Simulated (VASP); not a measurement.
# BeSe2 (Fd-3m) in VASP: single point with PBE

Aim: the single point of BeSe2 with PBE.

All numbers are computed with VASP 6.6.1; they aren't measurements. Logs are shortened: lines on timing, memory, paths and dates and some standing lists are left out, and cuts for length are marked.

### Step 1. The cell of the first run

The structure is cubic, space group Fd-3m (No. 227). Conventional cell: a = 8.006 Å, b = 8.006 Å, c = 8.006 Å, α = 90.00°, β = 90.00°, γ = 90.00°. Be (site symmetry -43m) has 12 Se at 3.32 Å and 4 Be at 3.47 Å within 4.4 Å. Se (site symmetry -3m) has 6 Se at 2.83 Å and 6 Be at 3.32 Å within 3.7 Å.

The cell was built from a structure type or drawn by symmetry, and may not be a known phase.

### Step 2. Single point, PBE

Input file INCAR:

```
  PREC = Accurate
  ENCUT = 600
  EDIFF = 1E-6
  ISMEAR = 0
  SIGMA = 0.2
  LREAL = False
  LASPH = True
  NELM = 120
  ALGO = Normal
  ISIF = 2
  LWAVE = False
  LCHARG = False
  GGA = PE
  NBANDS = 23
  GGA_COMPAT = False
```

Input file KPOINTS:

```
regular mesh
0
Gamma
  4 4 4
```

Input file POSCAR:

```
BeSe2
1.0
    0.0000000000      4.0031316600      4.0031316600
    4.0031316600      0.0000000000      4.0031316600
    4.0031316600      4.0031316600      0.0000000000
Be Se
2 4
Direct
    0.5000000000      0.5000000000      0.5000000000
    0.7500000000      0.7500000000      0.7500000000
    0.1250000000      0.1250000000      0.1250000000
    0.6250000000      0.1250000000      0.1250000000
    0.1250000000      0.6250000000      0.1250000000
    0.1250000000      0.1250000000      0.6250000000
```

Potentials or basis: VASP PAW PBE potentials, release 64 (Be, Se).

The run is started by

```console
> cat potpaw_PBE.64/Be/POTCAR potpaw_PBE.64/Se/POTCAR > POTCAR
> mpirun -np 1 vasp_std > vasp.out
```

OUTCAR:

```text
PREC = Accurate
   ENCUT = 600
   EDIFF = 1E-6
   ISMEAR = 0
   LREAL = False
   LASPH = True
   NELM = 120
   ISIF = 2
   GGA = PE

 ion  position               nearest neighbor table
   1  0.500  0.500  0.500-
   2  0.750  0.750  0.750-
   3  0.125  0.125  0.125-
   4  0.625  0.125  0.125-
   5  0.125  0.625  0.125-
   6  0.125  0.125  0.625-

  LATTYP: Found a face centered cubic cell.
 ALAT       =     8.0062633200

  Lattice vectors:

 A1 = (   0.0000000000,   4.0031316600,   4.0031316600)
 A2 = (   4.0031316600,   0.0000000000,   4.0031316600)
 A3 = (   4.0031316600,   4.0031316600,   0.0000000000)

Analysis of symmetry for initial positions (statically):
=====================================================================
 Subroutine PRICEL returns:
 Original cell was already a primitive cell.

 Routine SETGRP: Setting up the symmetry group for a
 face centered cubic supercell.

 Subroutine GETGRP returns: Found 48 space group operations
 (whereof 24 operations were pure point group operations)
 out of a pool of 48 trial point group operations.

The static configuration has the point symmetry T_d .
 The point group associated with its full space group is O_h .

Analysis of symmetry for dynamics (positions and initial velocities):
=====================================================================
 Subroutine PRICEL returns:
 Original cell was already a primitive cell.

 Routine SETGRP: Setting up the symmetry group for a
 face centered cubic supercell.

 Subroutine GETGRP returns: Found 48 space group operations
 (whereof 24 operations were pure point group operations)
 out of a pool of 48 trial point group operations.

The dynamic configuration has the point symmetry T_d .
 The point group associated with its full space group is O_h .

 Subroutine INISYM returns: Found 48 space group operations
 (whereof 24 operations are pure point group operations),
 and found     1 'primitive' translations

----------------------------------------------------------------------------------------

                                     Primitive cell

  volume of cell :     128.3009

  direct lattice vectors                    reciprocal lattice vectors
     0.000000000  4.003131660  4.003131660    -0.124902212  0.124902212  0.124902212
     4.003131660  0.000000000  4.003131660     0.124902212 -0.124902212  0.124902212
     4.003131660  4.003131660  0.000000000     0.124902212  0.124902212 -0.124902212

  length of vectors
     5.661283086  5.661283086  5.661283086     0.216336977  0.216336977  0.216336977

  position of ions in fractional coordinates (direct lattice)
     0.500000000  0.500000000  0.500000000
     0.750000000  0.750000000  0.750000000
     0.125000000  0.125000000  0.125000000
     0.625000000  0.125000000  0.125000000
     0.125000000  0.625000000  0.125000000
     0.125000000  0.125000000  0.625000000

  ion indices of the primitive-cell ions
   primitive index   ion index
                 1           1
                 2           2
                 3           3
                 4           4
                 5           5
                 6           6

----------------------------------------------------------------------------------------

 KPOINTS: regular mesh

Automatic generation of k-mesh.
 Grid dimensions read from file:
 generate k-points for:    4    4    4

 Generating k-lattice:

  Cartesian coordinates                     Fractional coordinates (reciprocal lattice)
    -0.031225553  0.031225553  0.031225553     0.250000000  0.000000000  0.000000000
     0.031225553 -0.031225553  0.031225553     0.000000000  0.250000000  0.000000000
     0.031225553  0.031225553 -0.031225553     0.000000000  0.000000000  0.250000000

  Length of vectors
     0.054084244  0.054084244  0.054084244

  Shift w.r.t. Gamma in fractional coordinates (k-lattice)
     0.000000000  0.000000000  0.000000000

 Subroutine IBZKPT returns following result:
 ===========================================

 Found      8 irreducible k-points:

 Following reciprocal coordinates:
            Coordinates               Weight
  0.000000  0.000000  0.000000      1.000000
  0.250000  0.000000  0.000000      8.000000
  0.500000  0.000000  0.000000      4.000000
  0.250000  0.250000  0.000000      6.000000
  0.500000  0.250000  0.000000     24.000000
 -0.250000  0.250000  0.000000     12.000000
  0.500000  0.500000  0.000000      3.000000
 -0.250000  0.500000  0.250000      6.000000
   k-points           NKPTS =      8   k-points in BZ     NKDIM =      8   number of bands    NBANDS=     23
   number of dos      NEDOS =    301   number of ions     NIONS =      6
   total plane-waves  NPLWV = 110592
   dimension x,y,z NGX =    48 NGY =   48 NGZ =   48
   dimension x,y,z NGXF=    96 NGYF=   96 NGZF=   96
   ions per type =               2   4
   NGX,Y,Z   is equivalent  to a cutoff of  14.10, 14.10, 14.10 a.u.
   NGXF,Y,Z  is equivalent  to a cutoff of  28.19, 28.19, 28.19 a.u.
 SYSTEM =  unknown system
   PREC   = accura    normal or accurate (medium, high low for compatibility)
   ISTART =      0    job   : 0-new  1-cont  2-samecut
   ICHARG =      2    charge: 1-file 2-atom 10-const
   ISPIN  =      1    spin polarized calculation?
   LNONCOLLINEAR =      F non collinear calculations
   LSORBIT =      F    spin-orbit coupling
   LASPH  =      T    aspherical Exc in radial PAW
   ENCUT  =  600.0 eV  44.10 Ry    6.64 a.u.  11.31 11.31 11.31*2*pi/ulx,y,z
   NELM   =    120;   NELMIN=  2; NELMDL= -5     # of ELM steps
   EDIFF  = 0.1E-05   stopping-criterion for ELM
   LREAL  =      F    real-space projection
   EDIFFG = 0.1E-04   stopping-criterion for IOM
   NSW    =      0    number of steps for IOM
   IBRION =     -1    ionic relax: 0-MD 1-quasi-New 2-CG
   NFREE  =      0    steps in history (QN), initial steepest desc. (CG)
   ISIF   =      2    stress and relaxation
   ISYM   =      2    0-nonsym 1-usesym 2-fastsym
   POTIM  = 0.5000    time-step for ionic-motion
   TEBEG  =    0.0;   TEEND  =   0.0 temperature during run
   PSTRESS=    0.0 pullay stress
   NELECT =      28.0000    total number of electrons
   NUPDOWN=      -1.0000    fix difference up-down
   EMIN   =  10.00;   EMAX   =-10.00  energy-range for DOS
   EFERMI =   0.00;   METHOD = LEGACY
   ISMEAR =     0;   SIGMA  =   0.20  broadening in eV -4-tet -1-fermi 0-gaus
   EFERMI_NEDOS =   21; number of points for ismear=-14 and -15
   IALGO  =     38    algorithm
   IMIX   =      4    mixing-type and parameters
     AMIX     =   0.40;   BMIX     =  1.00
     AMIX_MAG =   1.60;   BMIX_MAG =  1.00
  volume/ion in A,a.u.               =      21.38       144.30
  Fermi-wavevector in a.u.,A,eV,Ry     =   0.985638  1.862587 13.217831  0.971483
  Thomas-Fermi vector in A             =   2.116960
   LORBIT       =      0    0 simple, 1 ext, 2 COOP (PROOUT), +10 PAW based schemes
   GGA     = PE    functional components
   LHFCALC =     F    Hartree Fock is set to
   AEXX    =    0.0000 exact exchange contribution
   IVDW    =     0    specifies the selected vdW correction
   LEPSILON=     F    determine dielectric tensor
   LRPA    =     F    only Hartree local field effects (RPA)
 non-spin polarized calculation
 Gauss-broadening in eV      SIGMA  =   0.20
  energy-cutoff  :      600.00
  volume of cell :      128.30
 maximum number of plane-waves:      4314
 NGX is ok and might be reduce to    48
   NGX = 23   NGY = 23   NGZ = 23

 number of electron      28.0000000 magnetization

 Free energy of the ion-electron system (eV)
  ---------------------------------------------------
  ext. energy  EPLUGINS =         0.00000000
  ---------------------------------------------------
  free energy    TOTEN  =       -14.03028147 eV

  energy without entropy =      -13.89684907  energy(sigma->0) =      -13.96356527

 E-fermi :   4.0790     XC(G=0):  -9.4077

 val. band max:        3.9904935780   @ k =   0.2500   0.0000   0.0000
 cond. band min:       4.1436619994   @ k =   0.2500   0.2500   0.0000
 fundamental gap:      0.1531684214
 Fermi energy:         4.0790131761

 k-point     1 :       0.0000    0.0000    0.0000
  band No.  band energies     occupation
      1     -12.1061      2.00000
      2      -8.2654      2.00000
      3      -8.2654      2.00000
      4      -8.2654      2.00000
      5      -4.1809      2.00000
      6      -1.4966      2.00000
[... 15 lines left out ...]
     22       9.7072      0.00000
     23       9.7072      0.00000

 k-point     2 :       0.2500    0.0000    0.0000
  band No.  band energies     occupation
      1     -11.8502      2.00000
      2      -9.0850      2.00000
      3      -8.3136      2.00000
      4      -8.3136      2.00000
      5      -3.3337      2.00000
      6      -1.4022      2.00000
[... 15 lines left out ...]
     22       8.2779      0.00000
     23       9.2638      0.00000

 k-point     3 :       0.5000    0.0000    0.0000
  band No.  band energies     occupation
      1     -11.4501      2.00000
      2      -9.8961      2.00000
      3      -8.3599      2.00000
      4      -8.3599      2.00000
      5      -3.0071      2.00000
      6      -1.0099      2.00000
[... 15 lines left out ...]
     22       8.4029      0.00000
     23       8.4291      0.00000

 k-point     4 :       0.2500    0.2500    0.0000
  band No.  band energies     occupation
      1     -11.7482      2.00000
      2      -9.2644      2.00000
      3      -8.3783      2.00000
      4      -8.3783      2.00000
      5      -2.8844      2.00000
      6      -1.8968      2.00000
[... 15 lines left out ...]
     22       8.2591      0.00000
     23       8.9379      0.00000

 k-point     5 :       0.5000    0.2500    0.0000
  band No.  band energies     occupation
      1     -11.2602      2.00000
      2     -10.1132      2.00000
      3      -8.4779      2.00000
      4      -8.4231      2.00000
      5      -2.2854      2.00000
      6      -1.2657      2.00000
[... 15 lines left out ...]
     22       7.8333      0.00000
     23       8.2337      0.00000

 k-point     6 :      -0.2500    0.2500    0.0000
  band No.  band energies     occupation
      1     -11.4667      2.00000
      2      -9.8100      2.00000
      3      -8.4734      2.00000
      4      -8.3608      2.00000
      5      -2.4663      2.00000
      6      -1.4414      2.00000
[... 15 lines left out ...]
     22       7.8150      0.00000
     23       8.4155      0.00000

 k-point     7 :       0.5000    0.5000    0.0000
  band No.  band energies     occupation
      1     -10.7289      2.00000
      2     -10.7289      2.00000
      3      -8.4835      2.00000
      4      -8.4835      2.00000
      5      -2.0334      2.00000
      6      -2.0334      2.00000
[... 15 lines left out ...]
     22       6.9348      0.00000
     23       7.4397      0.00000

 k-point     8 :      -0.2500    0.5000    0.2500
  band No.  band energies     occupation
      1     -10.7253      2.00000
      2     -10.7253      2.00000
      3      -8.4985      2.00000
      4      -8.4985      2.00000
      5      -1.2417      2.00000
      6      -1.2417      2.00000
[... 15 lines left out ...]
     22       7.6002      0.00000
     23       8.2507      0.00000

------------------------ aborting loop because EDIFF is reached ----------------------------------------

  FORCE on cell =-STRESS in cart. coord.  units (eV):
  Direction    XX          YY          ZZ          XY          YZ          ZX
  --------------------------------------------------------------------------------------
  -------------------------------------------------------------------------------------
  Total        0.4845740      0.4845740      0.4845740      0.0000000      0.0000000      0.0000000
  in kB        6.0511944      6.0511944      6.0511944      0.0000000      0.0000000      0.0000000
  external PRESSURE =       6.0511944 kB  Pullay stress =       0.0000000 kB

 VOLUME and BASIS-vectors are now :
 -----------------------------------------------------------------------------
  energy-cutoff  :      600.00
  volume of cell :      128.30
      direct lattice vectors                 reciprocal lattice vectors
     0.000000000  4.003131660  4.003131660    -0.124902212  0.124902212  0.124902212
     4.003131660  0.000000000  4.003131660     0.124902212 -0.124902212  0.124902212
     4.003131660  4.003131660  0.000000000     0.124902212  0.124902212 -0.124902212

 POSITION                                       TOTAL-FORCE (eV/Angst)
 -----------------------------------------------------------------------------------
      4.00313      4.00313      4.00313         0.000000      0.000000      0.000000
      6.00470      6.00470      6.00470        -0.000000     -0.000000     -0.000000
      1.00078      1.00078      1.00078         0.000000     -0.000000     -0.000000
      1.00078      3.00235      3.00235         0.000000     -0.000000      0.000000
      3.00235      1.00078      3.00235         0.000000     -0.000000     -0.000000
      3.00235      3.00235      1.00078         0.000000     -0.000000      0.000000
 -----------------------------------------------------------------------------------
    total drift:                                0.000000      0.000000      0.000000

  FREE ENERGIE OF THE ION-ELECTRON SYSTEM (eV)
  ---------------------------------------------------
  free  energy   TOTEN  =       -14.0302814662 eV

  energy  without entropy=      -13.8968490695  energy(sigma->0) =      -13.96356527
```

Wall time 24 s (1 thread of AMD EPYC 9R45 (Zen 5), shared host); peak memory 0.28 GiB.

Results:

```yaml
Free_energy: -14.0303 eV
Pressure: 0.6 GPa
Band_gap_on_the_k_mesh: zero (bands 14 and 15 overlap by 0.37 eV)
```

Caveat: semilocal functionals underestimate gaps, so a narrow gap can read as zero.
